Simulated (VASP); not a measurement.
Here is a VASP 6.6.1 calculation.

INCAR

```
PREC = Accurate
ENCUT = 520
EDIFF = 1E-6
ISMEAR = -1
SIGMA = 0.05
LREAL = F
LASPH = T
NELM = 150
ALGO = Fast
ISIF = 2
LWAVE = F
LCHARG = F
ISPIN = 2
MAGMOM = 1 0
LORBIT = 11
LMAXMIX = 4
GGA = PE
NBANDS = 18
```

Contents of KPOINTS:

```
Automatic mesh
0
Gamma
  9 9 9
```

Contents of POSCAR:

```
AlNi
1.0
    2.8221875792      0.0000000000      0.0000000000
    0.0000000000      2.8221875792      0.0000000000
    0.0000000000      0.0000000000      2.8221875792
Ni Al
1 1
Direct
    0.5000000000      0.5000000000      0.5000000000
    0.0000000000      0.0000000000      0.0000000000
```

Potentials or basis: VASP PAW PBE potentials, release 64 (Ni, Al).

Command:

```bash
$ cat potpaw_PBE.64/Ni/POTCAR potpaw_PBE.64/Al/POTCAR > POTCAR
$ mpirun -np 1 vasp_std > vasp.out
```

Task: Estimate the pressure.

Result: 13.9 GPa.

Task: What does it give for the net moment?

Result: 0.00 μB per cell.
